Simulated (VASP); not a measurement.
# AsPt (P4/mmm) in VASP: notebook

Runs on AsPt. Level: PBE. Tasks: single point, relaxation of cell and atoms.

Program: VASP 6.6.1. These are calculated values, not measurements. Logs are shortened: lines on timing, memory, paths and dates and some standing lists are left out, and cuts for length are marked.

**1. The cell of the first run**

The typed cell holds 2 atoms: a = 3.219 Å, b = 3.219 Å, c = 3.227 Å, α = 90.00°, β = 90.00°, γ = 90.00°.

The cell was generated, and may not be a known phase.

**2. Single point, PBE**

INCAR reads:

```
SYSTEM = AsPt
ALGO = Normal
EDIFF = 1E-6
ENCUT = 520
GGA = PE
ISIF = 2
ISMEAR = 0
LASPH = .TRUE.
LCHARG = .TRUE.
LELF = .TRUE.
LREAL = .FALSE.
LVHAR = .TRUE.
LWAVE = .FALSE.
NBANDS = 14
NELM = 100
PREC = Accurate
SIGMA = 0.1
```

KPOINTS reads:

```
k-points
0
G
  18 18 16
  0 0 0
```

POSCAR reads:

```
AsPt
1.0
    3.2194844452      0.0000000000      0.0000000000
    0.0000000000      3.2194844452      0.0000000000
    0.0000000000      0.0000000000      3.2271825931
As Pt
1 1
Direct
    0.0000000000      0.0000000000      0.0000000000
    0.5000000000      0.5000000000      0.5000000000
```

Potentials or basis: VASP PAW PBE potentials, release 64 (As, Pt).

The run is started by

```bash
> cat potpaw_PBE.64/As/POTCAR potpaw_PBE.64/Pt/POTCAR > POTCAR
> mpirun -np 1 vasp_std > vasp.out
```

OUTCAR:

```text
SYSTEM = AsPt
   EDIFF = 1E-6
   ENCUT = 520
   GGA = PE
   ISIF = 2
   ISMEAR = 0
   LASPH = .TRUE.
   LREAL = .FALSE.
   NELM = 100
   PREC = Accurate

 ion  position               nearest neighbor table
   1  0.000  0.000  0.000-   2 2.79   2 2.79   2 2.79   2 2.79   2 2.79   2 2.79   2 2.79   2 2.79

   2  0.500  0.500  0.500-   1 2.79   1 2.79   1 2.79   1 2.79   1 2.79   1 2.79   1 2.79   1 2.79

  LATTYP: Found a simple tetragonal cell.
 ALAT       =     3.2194844452
 C/A-ratio  =     1.0023911120

  Lattice vectors:

 A1 = (   3.2194844452,   0.0000000000,   0.0000000000)
 A2 = (   0.0000000000,   3.2194844452,   0.0000000000)
 A3 = (   0.0000000000,   0.0000000000,   3.2271825931)

Analysis of symmetry for initial positions (statically):
=====================================================================
 Subroutine PRICEL returns:
 Original cell was already a primitive cell.

 Routine SETGRP: Setting up the symmetry group for a
 simple tetragonal supercell.

 Subroutine GETGRP returns: Found 16 space group operations
 (whereof 16 operations were pure point group operations)
 out of a pool of 16 trial point group operations.

The static configuration has the point symmetry D_4h.

Analysis of symmetry for dynamics (positions and initial velocities):
=====================================================================
 Subroutine PRICEL returns:
 Original cell was already a primitive cell.

 Routine SETGRP: Setting up the symmetry group for a
 simple tetragonal supercell.

 Subroutine GETGRP returns: Found 16 space group operations
 (whereof 16 operations were pure point group operations)
 out of a pool of 16 trial point group operations.

The dynamic configuration has the point symmetry D_4h.

 Subroutine INISYM returns: Found 16 space group operations
 (whereof 16 operations are pure point group operations),
 and found     1 'primitive' translations

----------------------------------------------------------------------------------------

                                     Primitive cell

  volume of cell :      33.4500

  direct lattice vectors                    reciprocal lattice vectors
     3.219484445  0.000000000  0.000000000     0.310608738  0.000000000  0.000000000
     0.000000000  3.219484445  0.000000000     0.000000000  0.310608738  0.000000000
     0.000000000  0.000000000  3.227182593     0.000000000  0.000000000  0.309867809

  length of vectors
     3.219484445  3.219484445  3.227182593     0.310608738  0.310608738  0.309867809

  position of ions in fractional coordinates (direct lattice)
     0.000000000  0.000000000  0.000000000
     0.500000000  0.500000000  0.500000000

  ion indices of the primitive-cell ions
   primitive index   ion index
                 1           1
                 2           2

----------------------------------------------------------------------------------------

 KPOINTS: k-points

Automatic generation of k-mesh.
 Grid dimensions read from file:
 generate k-points for:   18   18   16

 Generating k-lattice:

  Cartesian coordinates                     Fractional coordinates (reciprocal lattice)
     0.017256041  0.000000000  0.000000000     0.055555556  0.000000000  0.000000000
     0.000000000  0.017256041  0.000000000     0.000000000  0.055555556  0.000000000
     0.000000000  0.000000000  0.019366738     0.000000000  0.000000000  0.062500000

  Length of vectors
     0.017256041  0.017256041  0.019366738

  Shift w.r.t. Gamma in fractional coordinates (k-lattice)
     0.000000000  0.000000000  0.000000000

 Subroutine IBZKPT returns following result:
 ===========================================

 Found    495 irreducible k-points:

 Following reciprocal coordinates:
            Coordinates               Weight
  0.000000  0.000000  0.000000      1.000000
  0.055556  0.000000  0.000000      4.000000
  0.111111  0.000000  0.000000      4.000000
  0.166667  0.000000  0.000000      4.000000
  0.222222  0.000000  0.000000      4.000000
  0.277778  0.000000  0.000000      4.000000
[... 16 lines left out ...]
  0.277778  0.111111  0.000000      8.000000
  0.333333  0.111111  0.000000      8.000000
 [... further k-points ...]
   k-points           NKPTS =    495   k-points in BZ     NKDIM =    495   number of bands    NBANDS=     14
   number of dos      NEDOS =    301   number of ions     NIONS =      2
   total plane-waves  NPLWV =  13824
   dimension x,y,z NGX =    24 NGY =   24 NGZ =   24
   dimension x,y,z NGXF=    48 NGYF=   48 NGZF=   48
   ions per type =               1   1
   NGX,Y,Z   is equivalent  to a cutoff of  12.39, 12.39, 12.36 a.u.
   NGXF,Y,Z  is equivalent  to a cutoff of  24.79, 24.79, 24.73 a.u.
 SYSTEM =  AsPt
   PREC   = accura    normal or accurate (medium, high low for compatibility)
   ISTART =      0    job   : 0-new  1-cont  2-samecut
   ICHARG =      2    charge: 1-file 2-atom 10-const
   ISPIN  =      1    spin polarized calculation?
   LNONCOLLINEAR =      F non collinear calculations
   LSORBIT =      F    spin-orbit coupling
   LASPH  =      T    aspherical Exc in radial PAW
   ENCUT  =  520.0 eV  38.22 Ry    6.18 a.u.   5.99  5.99  6.00*2*pi/ulx,y,z
   NELM   =    100;   NELMIN=  2; NELMDL= -5     # of ELM steps
   EDIFF  = 0.1E-05   stopping-criterion for ELM
   LREAL  =      F    real-space projection
   EDIFFG = 0.1E-04   stopping-criterion for IOM
   NSW    =      0    number of steps for IOM
   IBRION =     -1    ionic relax: 0-MD 1-quasi-New 2-CG
   NFREE  =      0    steps in history (QN), initial steepest desc. (CG)
   ISIF   =      2    stress and relaxation
   ISYM   =      2    0-nonsym 1-usesym 2-fastsym
   POTIM  = 0.5000    time-step for ionic-motion
   TEBEG  =    0.0;   TEEND  =   0.0 temperature during run
   PSTRESS=    0.0 pullay stress
   NELECT =      15.0000    total number of electrons
   NUPDOWN=      -1.0000    fix difference up-down
   EMIN   =  10.00;   EMAX   =-10.00  energy-range for DOS
   EFERMI =   0.00;   METHOD = LEGACY
   ISMEAR =     0;   SIGMA  =   0.10  broadening in eV -4-tet -1-fermi 0-gaus
   EFERMI_NEDOS =   21; number of points for ismear=-14 and -15
   IALGO  =     38    algorithm
   IMIX   =      4    mixing-type and parameters
     AMIX     =   0.40;   BMIX     =  1.00
     AMIX_MAG =   1.60;   BMIX_MAG =  1.00
  volume/ion in A,a.u.               =      16.73       112.87
  Fermi-wavevector in a.u.,A,eV,Ry     =   1.253064  2.367947 21.363445  1.570169
  Thomas-Fermi vector in A             =   2.386934
   LORBIT       =      0    0 simple, 1 ext, 2 COOP (PROOUT), +10 PAW based schemes
   GGA     = PE    functional components
   LHFCALC =     F    Hartree Fock is set to
   AEXX    =    0.0000 exact exchange contribution
   IVDW    =     0    specifies the selected vdW correction
   LEPSILON=     F    determine dielectric tensor
   LRPA    =     F    only Hartree local field effects (RPA)
 non-spin polarized calculation
 Gauss-broadening in eV      SIGMA  =   0.10
  energy-cutoff  :      520.00
  volume of cell :       33.45
 maximum number of plane-waves:       924
 NGX is ok and might be reduce to    24
   NGX = 11   NGY = 11   NGZ = 13

 number of electron      15.0000001 magnetization

 Free energy of the ion-electron system (eV)
  ---------------------------------------------------
  ext. energy  EPLUGINS =         0.00000000
  ---------------------------------------------------
  free energy    TOTEN  =       -10.79550192 eV

  energy without entropy =      -10.79056637  energy(sigma->0) =      -10.79303414

 E-fermi :   8.9142     XC(G=0): -12.0964

 val. band max:        8.9062592931   @ k =   0.3889   0.0000   0.2500
 cond. band min:       8.9212493002   @ k =   0.0556   0.0000   0.0625
 fundamental gap:      0.0149900071
 Fermi energy:         8.9141743729

 k-point     1 :       0.0000    0.0000    0.0000
  band No.  band energies     occupation
      1      -5.2226      2.00000
      2       4.3942      2.00000
      3       4.3974      2.00000
      4       6.7811      2.00000
      5       6.7811      2.00000
      6       6.7912      2.00000
      7       8.9532      0.58066
      8       9.0045      0.20127
      9       9.0045      0.20127
     10      10.8657      0.00000
     11      17.8908      0.00000
     12      17.8911      0.00000
     13      25.7273      0.00000
     14      25.7428      0.00000

 k-point     2 :       0.0556    0.0000    0.0000
  band No.  band energies     occupation
      1      -5.1798      2.00000
      2       4.3822      2.00000
      3       4.4091      2.00000
      4       6.6689      2.00000
      5       6.6815      2.00000
      6       6.7848      2.00000
      7       8.5544      2.00000
      8       9.1059      0.00671
      9       9.1546      0.00068
     10      11.3070      0.00000
     11      17.8106      0.00000
     12      18.0481      0.00000
     13      24.9663      0.00000
     14      25.0166      0.00000

 k-point     3 :       0.1111    0.0000    0.0000
  band No.  band energies     occupation
      1      -5.0524      2.00000
      2       4.3058      2.00000
      3       4.4452      2.00000
      4       6.4028      2.00000
      5       6.4196      2.00000
      6       6.7957      2.00000
      7       7.7988      2.00000
      8       9.4936      0.00000
      9       9.5374      0.00000
     10      12.0644      0.00000
     11      17.5851      0.00000
     12      18.5164      0.00000
     13      23.7368      0.00000
     14      23.7853      0.00000
[... 324 lines left out ...]
 k-point    23 :       0.2778    0.1111    0.0000
  band No.  band energies     occupation
      1      -4.0731      2.00000
      2       2.9141      2.00000
      3       4.6069      2.00000
      4       5.3712      2.00000
      5       5.5508      2.00000
      6       6.6933      2.00000
      7       7.3129      2.00000
      8      10.0018      0.00000
      9      11.3923      0.00000
     10      14.6870      0.00000
     11      17.2364      0.00000
     12      18.1661      0.00000
     13      20.1783      0.00000
     14      21.0093      0.00000

 k-point    24 :       0.3333    0.1111    0.0000
  band No.  band energies     occupation
      1      -3.6996      2.00000
      2       2.1834      2.00000
      3       4.6922      2.00000
      4       5.2450      2.00000
      5       5.3474      2.00000
      6       6.7239      2.00000
      7       7.4448      2.00000
      8      10.5179      0.00000
      9      11.9241      0.00000
     10      14.9015      0.00000
     11      17.0444      0.00000
     12      17.1386      0.00000
     13      19.2985      0.00000
     14      20.7320      0.00000

 [... further k-points ...]
[... 5 lines left out ...]
  --------------------------------------------------------------------------------------
  -------------------------------------------------------------------------------------
  Total       -0.0092970     -0.0092970     -0.0091123      0.0000000     -0.0000000      0.0000000
  in kB       -0.4453059     -0.4453059     -0.4364590      0.0000000     -0.0000000      0.0000000
  external PRESSURE =      -0.4423569 kB  Pullay stress =       0.0000000 kB

 VOLUME and BASIS-vectors are now :
 -----------------------------------------------------------------------------
  energy-cutoff  :      520.00
  volume of cell :       33.45
      direct lattice vectors                 reciprocal lattice vectors
     3.219484445  0.000000000  0.000000000     0.310608738  0.000000000  0.000000000
     0.000000000  3.219484445  0.000000000     0.000000000  0.310608738  0.000000000
     0.000000000  0.000000000  3.227182593     0.000000000  0.000000000  0.309867809

 POSITION                                       TOTAL-FORCE (eV/Angst)
 -----------------------------------------------------------------------------------
      0.00000      0.00000      0.00000         0.000000      0.000000      0.000000
      1.60974      1.60974      1.61359         0.000000      0.000000      0.000000
 -----------------------------------------------------------------------------------
    total drift:                                0.000000     -0.000000     -0.000000

  FREE ENERGIE OF THE ION-ELECTRON SYSTEM (eV)
  ---------------------------------------------------
  free  energy   TOTEN  =       -10.7955019151 eV

  energy  without entropy=      -10.7905663748  energy(sigma->0) =      -10.79303414
```

Wall time 2.5 min (1 thread of Intel Xeon Platinum 8259CL at 2.50GHz (Skylake/Cascade Lake), shared host); peak memory 0.35 GiB.

Results:

| Property | Result |
| --- | --- |
| Free energy | -10.7955 eV |
| Pressure | 0.0 GPa |
| Band gap on the k mesh | zero (an odd number of electrons rules out a gap without spin polarisation) |

Levels at points of the mesh, in eV from the Fermi level:
| k point | band 4 | band 5 | band 6 | band 7 | band 8 | band 9 | band 10 | band 11 |
| --- | --- | --- | --- | --- | --- | --- | --- | --- |
| (0.00, 0.00, 0.00) | -2.13 | -2.13 | -2.12 | 0.04 | 0.09 | 0.09 | 1.95 | 8.98 |
| (0.50, 0.00, 0.00) | -3.94 | -3.91 | -2.01 | -0.98 | 4.18 | 4.19 | 6.07 | 6.72 |
| (0.50, 0.50, 0.00) | -4.54 | -2.99 | -2.99 | -1.29 | -1.12 | 0.92 | 2.33 | 10.30 |
| (0.00, 0.00, 0.50) | -3.91 | -3.91 | -2.00 | -1.01 | 4.19 | 4.19 | 6.10 | 6.72 |
| (0.50, 0.00, 0.50) | -4.55 | -2.98 | -2.97 | -1.27 | -1.13 | 0.89 | 2.36 | 10.34 |
| (0.50, 0.50, 0.50) | -6.54 | -1.07 | -1.06 | 2.20 | 2.20 | 2.20 | 2.78 | 2.78 |

Caveat: spin-orbit coupling is left out, which moves the levels of the heavy elements; an odd number of electrons without spin polarisation forces a metal; a magnetic or distorted state may lie lower.

**3. Relaxation of cell and atoms, PBE**

This run uses another cell than the first one, of 16.62 Å³/atom.

INCAR reads:

```
SYSTEM = AsPt
PREC = Accurate
ENCUT = 600
EDIFF = 1E-7
ISMEAR = 0
SIGMA = 0.1
LREAL = .False.
LASPH = .True.
NELM = 60
ALGO = Normal
ISIF = 3
LWAVE = .False.
LCHARG = .False.
GGA = PE
IBRION = 2
NSW = 100
EDIFFG = -0.01
```

KPOINTS reads:

```
regular mesh
0
Gamma
  18 18 16
  0 0 0
```

POSCAR reads:

```
AsPt
1.0
    3.1860383863      0.0000000000      0.0000000000
    0.0000000000      3.1860383863      0.0000000000
    0.0000000000      0.0000000000      3.2753261671
As Pt
1 1
Direct
    0.0000000000      0.0000000000      0.0000000000
    0.5000000000      0.5000000000      0.5000000000
```

Potentials or basis: VASP PAW PBE potentials, release 64 (As, Pt).

The run is started by

```bash
> cat potpaw_PBE.64/As/POTCAR potpaw_PBE.64/Pt/POTCAR > POTCAR
> mpirun -np 1 vasp_std > vasp.out
```

It took 7.3 min on 1 thread of Intel Xeon Platinum 8259CL at 2.50GHz (Skylake/Cascade Lake), shared host; peak memory 0.41 GiB.

The run converged. Its results:

```yaml
Free_energy: -10.7952 eV
Relaxed_volume: 16.72 Å³/atom
Relaxed_cell: a = 3.192 Å, b = 3.192 Å, c = 3.281 Å, α = 90.00°, β = 90.00°, γ = 90.00°
Space_group_after_relaxing_to_0.1_Å: Pm-3m (No. 221)
Energy_gained_by_relaxing: 0.3 meV/atom
Ionic_steps: 3
Pressure_after_relaxing: 0.0 GPa
Band_gap_on_the_k_mesh: zero (an odd number of electrons rules out a gap without spin polarisation)
```

Stress tensor (GPa, compression positive):
```
 0.05  0.00  0.00
 0.00  0.05  0.00
 0.00  0.00 -0.06
```

Step by step:
| step | energy change (eV) | largest force (eV/Å) | pressure (GPa) | volume (Å³) |
| --- | --- | --- | --- | --- |
| 1 | 0.0000 | 0.0000 | 0.94 | 33.25 |
| 2 | 0.0005 | 0.0000 | -1.24 | 33.72 |
| 3 | -0.0006 | 0.0000 | 0.01 | 33.44 |

Final structure:
```cif
data_structure
_symmetry_space_group_name_H-M 'P 1'
_symmetry_Int_Tables_number 1
_cell_length_a 3.1925
_cell_length_b 3.1925
_cell_length_c 3.2813
_cell_angle_alpha 90.000
_cell_angle_beta 90.000
_cell_angle_gamma 90.000
_cell_volume 33.44
loop_
_atom_site_label
_atom_site_type_symbol
_atom_site_fract_x
_atom_site_fract_y
_atom_site_fract_z
_atom_site_occupancy
As1 As 0.00000 0.00000 0.00000 1
Pt1 Pt 0.50000 0.50000 0.50000 1
```

Levels at points of the mesh, in eV from the Fermi level:
| k point | band 5 | band 6 | band 7 | band 8 | band 9 | band 10 | band 11 |
| --- | --- | --- | --- | --- | --- | --- | --- |
| (0.00, 0.00, 0.00) | -2.16 | -2.04 | -0.30 | 0.28 | 0.28 | 1.95 | 8.98 |
| (0.50, 0.00, 0.00) | -3.80 | -2.02 | -0.87 | 4.09 | 4.27 | 5.90 | 6.85 |
| (0.50, 0.50, 0.00) | -3.09 | -3.09 | -1.37 | -1.04 | 1.13 | 2.12 | 10.02 |
| (0.00, 0.00, 0.50) | -3.83 | -1.94 | -1.20 | 4.24 | 4.24 | 6.24 | 6.75 |
| (0.50, 0.00, 0.50) | -2.95 | -2.89 | -1.23 | -1.17 | 0.82 | 2.50 | 10.49 |
| (0.50, 0.50, 0.50) | -1.13 | -0.99 | 2.20 | 2.22 | 2.22 | 2.70 | 2.70 |

Caveat: spin-orbit coupling is left out, which moves the levels of the heavy elements; an odd number of electrons without spin polarisation forces a metal; a magnetic or distorted state may lie lower.
